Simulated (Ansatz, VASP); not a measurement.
CdS in VASP and in Ansatz

File POSCAR:

```
CdS
1.0
    0.0000000000      2.9165000000      2.9165000000
    2.9165000000      0.0000000000      2.9165000000
    2.9165000000      2.9165000000      0.0000000000
Cd S
1 1
Direct
    0.0000000000      0.0000000000      0.0000000000
    0.7500000000      0.7500000000      0.7500000000
```

INCAR.step1

```
SYSTEM = CdS
ALGO     = Normal         ! electronic algorithm
EDIFF    = 1E-5           ! SCF threshold, eV
ENCUT    = 520            ! plane-wave cutoff, eV
GGA      = PE             ! functional
ISIF     = 2              ! what is computed and relaxed
ISMEAR   = -1             ! smearing method
LASPH    = .True.         ! aspherical terms in the spheres
LCHARG   = .False.        ! write CHGCAR
LREAL    = .False.        ! projectors in reciprocal space
LWAVE    = .True.         ! write WAVECAR
NBANDS   = 16             ! bands
NELM     = 100            ! most SCF steps
PREC     = Accurate       ! precision mode
SIGMA    = 0.05           ! smearing width, eV
```

File INCAR.step2:

```
SYSTEM = CdS
AEXX     = 0.25           ! exact-exchange fraction
ALGO     = Normal         ! electronic algorithm
EDIFF    = 1E-7           ! SCF threshold, eV
ENCUT    = 520            ! plane-wave cutoff, eV
GGA      = PE             ! functional
HFSCREEN = 0.3            ! screening, 1/A
ISIF     = 2              ! what is computed and relaxed
ISMEAR   = -1             ! smearing method
ISTART   = 1            
LASPH    = .True.         ! aspherical terms in the spheres
LCHARG   = .False.        ! write CHGCAR
LHFCALC  = .True.         ! exact exchange
LREAL    = .False.        ! projectors in reciprocal space
LWAVE    = .False.        ! write WAVECAR
NBANDS   = 16             ! bands
NELM     = 100            ! most SCF steps
PREC     = Accurate       ! precision mode
PRECFOCK = Normal       
SIGMA    = 0.05           ! smearing width, eV
```

KPOINTS

```
k-points
0
Gamma
  4 4 4
  0 0 0
```

File input.yaml:

```yaml
crystal:
  lattice:
    - [0.0, 2.9165, 2.9165]
    - [2.9165, 0.0, 2.9165]
    - [2.9165, 2.9165, 0.0]
  atoms:
    - { symbol: Cd, position: [0.0, 0.0, 0.0] }
    - { symbol: S, position: [0.75, 0.75, 0.75] }
hamiltonian:
  xc: { exchange: pbe, correlation: pbe, exx: { coeff: 0.25, omega: 0.3 } }
  pseudopotentials: { kind: paw }
kpoints:
  mp_grid: { grid: [4, 4, 4] }
  band_path:
    path:
      - [[0.0, 0.0, 0.0], [0.5, 0.0, 0.5], [0.5, 0.25, 0.75], [0.375, 0.375, 0.75], [0.0, 0.0, 0.0], [0.5, 0.5, 0.5], [0.625, 0.25, 0.625], [0.5, 0.25, 0.75], [0.5, 0.5, 0.5], [0.375, 0.375, 0.75]]
      - [[0.625, 0.25, 0.625], [0.5, 0.0, 0.5]]
    npoints: 4
scf:
  occupations: { method: fermi_dirac, width: 0.05 }
  n_extra_bands: 6
output:
  forces: true
  stress: true
  eigenvalues: true
  fatbands: false
```

Alike in both runs: functional PBE-based screened hybrid; k mesh 4 × 4 × 4; occupations fermi-dirac, width 0.05 eV; no spin polarisation.

|  | VASP | Ansatz |
| --- | --- | --- |
| version | VASP 6.6.1 | Ansatz 0.2.0 |
| potentials or method | VASP PAW PBE potentials, release 64 (Cd, S) | Ansatz PAW |
| plane-wave cutoff (eV) | 520 | 420 |
| valence electrons in the cell | 18 | 26 |
| task | single point | band structure |

|  | VASP | Ansatz | Ansatz less VASP |
| --- | --- | --- | --- |
| gap on the k mesh at the Fermi level (eV) | 1.98 | 1.98 | -0.005 |
| least direct gap on the mesh (eV) | 1.98 | 1.98 | -0.005 |
| pressure (GPa) | 2.3 | 2.0 | -0.33 |

VASP's potentials were made for PBE, not for PBE-based screened hybrid. With one functional, cell and mesh, what is left measures potentials, basis and numerics. VASP's potentials hold 18 valence electrons a cell and Ansatz's 26, so a difference there can come from the potentials and not from the codes.

The k mesh is coarse, so the values compare programs but aren't converged.
